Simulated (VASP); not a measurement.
The system is Se.

```
Se
1.0
     4.30719    0.00000    0.00000
    -2.15360    3.73014    0.00000
     0.00000    0.00000    4.88665
Se
3
Direct
  0.77460 0.77460 0.00000
  0.00000 0.22540 0.66667
  0.22540 0.00000 0.33333
```

Base run:

```yaml
Program: VASP 6.6.1
Functional: r2SCAN
Potentials_or_basis: VASP PAW PBE potentials, release 64 (Se)
Cutoff: 520 eV
k_mesh: 7 × 7 × 6
Occupations: fermi-dirac, width 0.05 eV
Spin: no spin polarisation
```

Its results: band gap on the k mesh 1.42 eV, indirect (least direct gap 1.76 eV); pressure 4.1 GPa; largest force 0.492 eV/Å.

**Question.** The run is repeated on the same cell with these changes: functional from r2SCAN to PBEsol. What comes out?

**Answer.** Band gap on the k mesh 1.10 eV, indirect (least direct gap 1.48 eV); pressure 3.0 GPa; largest force 0.789 eV/Å.

r2SCAN gives the wider gap, since meta-GGAs in the generalised Kohn-Sham scheme recover part of the derivative discontinuity.

Caveats: the PAW data sets were made with another functional, which shifts forces and pressure a little.

A k mesh can miss the band edges.
